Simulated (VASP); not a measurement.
Set up this calculation in VASP 6.6.1, as the native input.

```yaml
Task: single point
Functional: PBE
Potentials_or_basis: VASP PAW PBE potentials, release 64 (Ni, Sb)
Cutoff: 520 eV
k_mesh: 10 × 10 × 7
Occupations: fermi-dirac, width 0.05 eV
Spin: no spin polarisation
Dipole_correction: no
Further_INCAR_settings: ALGO = Normal; EDIFF = 1e-07; NBANDS = 23
```

The structure of NiSb lies in POSCAR:

```
NiSb
1.0
    4.0547962935      0.0000000000      0.0000000000
   -2.0273981468      3.5115565974      0.0000000000
    0.0000000000      0.0000000000      5.2852741911
Ni Sb
2 2
Direct
    0.0000000000      0.0000000000      0.0000000000
    0.0000000000      0.0000000000      0.5000000000
    0.3333333333      0.6666666667      0.2500000000
    0.6666666667      0.3333333333      0.7500000000
```

The input as run:

INCAR

```
ALGO = Normal
EDIFF = 1E-7
ENCUT = 520
GGA = PE
ISIF = 2
ISMEAR = -1
LASPH = T
LCHARG = F
LREAL = F
LWAVE = F
NBANDS = 23
NELM = 100
PREC = Accurate
SIGMA = 0.05
```

KPOINTS

```
k-points
0
Gamma
  10 10 7
```

Potentials or basis: VASP PAW PBE potentials, release 64 (Ni, Sb).

Run with:

```console
$ cat potpaw_PBE.64/Ni/POTCAR potpaw_PBE.64/Sb/POTCAR > POTCAR
$ mpirun -np 1 vasp_std > vasp.out
```

It gave:

- Pressure: -6.2 GPa
- Band gap on the k mesh: zero (bands 15 and 16 overlap by 2.65 eV)

Caveat: the cell stands under tension; spin-orbit coupling is left out, which moves the levels of the heavy elements.

Wall time 2.1 min on 1 thread of AMD EPYC 7R13, with other jobs on the host, peak memory 0.21 GiB.
